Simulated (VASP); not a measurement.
Ga2AsP, a sheet with vacuum:

```
Ga P As
1.0
     3.96533    0.00000    0.00000
     0.00000    4.13003    0.00000
     0.00000    0.00000   28.61448
Ga P As
2 1 1
Direct
  0.00000 0.50000 0.30168
  0.50000 0.00000 0.29754
  0.00000 0.00000 0.35007
  0.50000 0.50000 0.24395
```

Base run:

```yaml
Program: VASP 6.6.1
Functional: PBE
Potentials_or_basis: VASP PAW PBE potentials, release 64 (Ga_d, P, As)
Cutoff: 520 eV
k_mesh: 10 × 10 × 1
Occupations: gaussian, width 0.01 eV
Spin: no spin polarisation
```

Its results: band gap on the k mesh zero (bands 18 and 19 overlap by 0.31 eV); largest force 0.156 eV/Å.

Question: The run is repeated on the same cell with these changes: k mesh from 10 × 10 × 1 to 4 × 4 × 1; occupations from gaussian, width 0.01 eV to gaussian, width 0.1 eV. What comes out?

Answer: Band gap on the k mesh 0.14 eV (least direct gap 0.37 eV); largest force 0.046 eV/Å.

Caveats: semilocal functionals underestimate gaps, and a narrow one can read as zero (at least some runs).

A k mesh can miss the band edges.
